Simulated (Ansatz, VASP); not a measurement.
# Si2Ge in VASP and in Ansatz

```
Si Ge
1.0
     3.89694    0.00000    0.00000
    -1.94847    3.37485    0.00000
     0.00000    0.00000    9.54308
Si Ge
4 2
Direct
  0.00000 0.00000 0.99657
  0.66667 0.33333 0.66991
  0.33333 0.66667 0.33347
  0.66667 0.33333 0.91655
  0.33333 0.66667 0.58476
  0.00000 0.00000 0.24874
```

Alike in both runs: task single point; functional r2SCAN; k mesh 12 × 12 × 4; no spin polarisation.

|  | VASP | Ansatz |
| --- | --- | --- |
| version | VASP 6.6.1 | Ansatz 0.2.0 |
| potentials or method | VASP PAW PBE potentials, release 64 (Si, Ge_d) | plane waves, PAW |
| plane-wave cutoff (eV) | 520 | 500 |
| occupations | gaussian, width 0.01 eV | fixed |
| valence electrons in the cell | 44 | 44 |

VASP gave:

| Property | Result |
| --- | --- |
| gap on the k mesh at the Fermi level (eV) | 0.78 |
| pressure (GPa) | -0.1 |
| rms of the force components (eV/Å) | 0.006 |

Task: What did Ansatz give for the same quantities?

Result: gap on the k mesh at the Fermi level (eV): 0.78; pressure (GPa): 0.0; rms of the force components (eV/Å): 0.000.

VASP's potentials were made for PBE, not for r2SCAN. Atom by atom the forces differ by 0.006 eV/Å (rms over components).
